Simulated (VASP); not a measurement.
Set up this calculation in VASP 6.6.1, as the native input.

- Task: single point
- Functional: PBE
- Potentials or basis: VASP PAW PBE potentials, release 64 (Mo_sv)
- Cutoff: 520 eV
- k mesh: 26 × 26 × 26
- Occupations: gaussian, width 0.15 eV
- Spin: no spin polarisation
- Dipole correction: no
- Further INCAR settings: ALGO = Fast; EDIFF = 1e-07; NBANDS = 13

The structure of Mo lies in POSCAR:

```
Mo
1.0
   -1.5407139493      1.5407139493      1.6197249211
    1.5407139493     -1.5407139493      1.6197249211
    1.5407139493      1.5407139493     -1.6197249211
Mo
1
Direct
    0.0000000000      0.0000000000      0.0000000000
```

This cell differs from its parent crystal: strain -0.025 along x and y, +0.025 along z.

These files were run (other wordings do the same):

INCAR

```
SYSTEM = Mo
ALGO     = Fast           ! electronic algorithm
EDIFF    = 1E-7           ! SCF threshold, eV
ENCUT    = 520            ! plane-wave cutoff, eV
GGA      = PE             ! functional
ISIF     = 2              ! what is computed and relaxed
ISMEAR   = 0              ! smearing method
LASPH    = .True.         ! aspherical terms in the spheres
LCHARG   = .True.         ! write CHGCAR
LELF     = .True.         ! ELF
LREAL    = .False.        ! projectors in reciprocal space
LVHAR    = .True.       
LWAVE    = .False.        ! write WAVECAR
NBANDS   = 13             ! bands
NELM     = 80             ! most SCF steps
PREC     = Accurate       ! precision mode
SIGMA    = 0.15           ! smearing width, eV
```

KPOINTS

```
k-points
0
Gamma
  26 26 26
  0 0 0
```

Potentials or basis: VASP PAW PBE potentials, release 64 (Mo_sv).

Launch:

```bash
$ cat potpaw_PBE.64/Mo_sv/POTCAR > POTCAR
$ mpirun -np 1 vasp_std > vasp.out
```

Results of the run:

| Property | Result |
| --- | --- |
| Pressure | 8.1 GPa |
| Band gap on the k mesh | zero (bands 7 and 8 overlap by 5.03 eV) |

Caveat: the cell differs from its parent crystal (strain -0.025 along x and y, +0.025 along z); the stress differs along the axes, from -2 to 13 GPa.

Wall time 4.4 min on 1 thread of Intel(R) Xeon(R) Platinum 8259CL CPU @ 2.50GHz (Skylake/Cascade Lake) (shared host), peak memory 0.34 GiB.
